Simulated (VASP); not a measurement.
Crystal: Zn3Se2S.

```xyz
12
Lattice="-0.1145 0.0102 -6.5070 -0.1237 6.8661 -0.0108 6.0910 -3.5402 0.1102" Properties=species:S:1:pos:R:3 pbc="T T T"
Zn    4.0841    1.0633    0.0647
Zn    5.9536   -2.4944   -6.2114
Zn    1.8711    4.5216    0.0894
Zn    4.0519   -1.0782   -3.1135
Zn    5.9087    2.1531   -3.1128
Zn    1.8177    2.2420   -3.3619
Se    3.9713    1.1337   -4.1088
Se    1.8741    4.5640   -4.0119
Se    4.1393   -1.1607   -0.6279
Se    1.9011    2.1934   -0.7413
S     5.9074   -2.4357   -3.8615
S     5.9689    2.2205   -0.7042
```

- Program: VASP 6.6.1
- Task: relaxation of cell and atoms
- Functional: PBE
- Potentials or basis: VASP PAW PBE potentials, release 64 (Zn, Se, S)
- Cutoff: 500 eV
- k mesh: 2 × 2 × 2
- Occupations: gaussian, width 0.1 eV
- Spin: no spin polarisation

At the start: pressure 0.5 GPa; volume 22.43 Å³/atom.

Problem. Where does the relaxation end?

Solution. Over 14 steps the energy falls by 38.7 meV/atom and the volume is 22.40 Å³/atom (-0.2 %); space group P1 (No. 1, to 0.1 Å) before, Cmc2_1 (No. 36, to 0.1 Å).

Step by step:
```
step  energy change (eV)  largest force (eV/Å)  pressure (GPa)  volume (Å³)
   1              0.0000                1.2922            0.49       269.20
   2             -0.3021                0.4723           -0.55       271.82
   3             -0.3384                0.3922           -0.86       273.11
   4             -0.3977                0.3213            0.16       268.29
   5             -0.4042                0.3275            0.67       266.13
   6             -0.4316                0.2321            0.14       268.35
   7             -0.4359                0.1802           -0.15       269.65
   8             -0.4484                0.1254           -0.10       269.41
   9             -0.4529                0.1492           -0.03       269.14
  10             -0.4599                0.0789            0.07       268.68
  11             -0.4615                0.0782            0.16       268.33
  12             -0.4639                0.0405           -0.15       269.65
  13             -0.4640                0.0446           -0.11       269.45
  14             -0.4647                0.0242            0.06       268.77
```

Final structure:
```
Zn Se S
1.0
     0.00160    0.00048   -6.52693
    -0.00165    6.89079   -0.00113
     5.97674   -3.44784    0.00012
Zn Se S
6 4 2
Direct
  0.00036 0.51148 0.67939
  0.98343 0.15460 0.00113
  0.00028 0.83283 0.32260
  0.50039 0.16687 0.67734
  0.48354 0.84538 0.99863
  0.50063 0.48892 0.32101
  0.62036 0.50402 0.66936
  0.62008 0.83416 0.32889
  0.12040 0.16584 0.67078
  0.12062 0.49576 0.33069
  0.61988 0.16373 0.99935
  0.12003 0.83642 0.00083
```

Caveat: the k points lie up to 0.53 Å⁻¹ apart in the final cell.
